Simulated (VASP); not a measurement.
Runs of VASP 6.6.1 on Sb. The structure is that of space group P6_3/mmc (No. 194), or close to it. The cells are those of the table. This isn't the form of Sb at room conditions, which is rhombohedral.

| task | cell | k mesh | cutoff (eV) | gap on the mesh (eV) | pressure (GPa) |
| --- | --- | --- | --- | --- | --- |
| single point | a = 3.481, b = 3.481, c = 5.772 Å, angles 90.0, 90.0, 120.0°, 2 atoms | 12 × 12 × 7 | 520 | none | (a) |
| single point | a = 3.347, b = 3.347, c = 5.550 Å, angles 90.0, 90.0, 120.0°, 2 atoms | 12 × 12 × 7 | 520 | none | 2.4 |
| single point | a = 3.251, b = 3.251, c = 5.391 Å, angles 90.0, 90.0, 120.0°, 2 atoms | 12 × 12 × 7 | 520 | none | 9.3 |
| single point | a = 3.437, b = 3.437, c = 5.700 Å, angles 90.0, 90.0, 120.0°, 2 atoms | 12 × 12 × 7 | 520 | none | -2.0 |
| single point | a = 3.392, b = 3.392, c = 5.626 Å, angles 90.0, 90.0, 120.0°, 2 atoms | 18 × 18 × 9 | 520 | none | 0.0 |
| single point | a = 3.392, b = 3.392, c = 5.626 Å, angles 90.0, 90.0, 120.0°, 2 atoms | 12 × 12 × 7 | 520 | none | 0.0 |
| relaxation of cell and atoms | relaxed from a = 3.375, b = 3.375, c = 5.511 Å, angles 90.0, 90.0, 120.0°, 2 atoms | 11 × 11 × 6 | 600 | none | 0.0 |
| single point | a = 3.299, b = 3.299, c = 5.472 Å, angles 90.0, 90.0, 120.0°, 2 atoms | 12 × 12 × 7 | 520 | none | (b) |

Alike in all rows: level RPBE; potentials or basis VASP PAW PBE potentials, release 64 (Sb); no spin polarisation; smearing fermi-dirac 0.1 eV.

Fill in the values left out.

(a) -3.6; (b) 5.5.

Caveats: the PAW data sets were made with another functional, which shifts forces and pressure a little; spin-orbit coupling is left out, which moves the levels of the heavy elements; the cell stands under pressure (at least some runs); the cell stands under tension (at least some runs).

A k mesh can miss the band edges, and the runs leave out spin-orbit coupling on Sb.

A gap of «none» marks levels without a gap at the run's occupations.
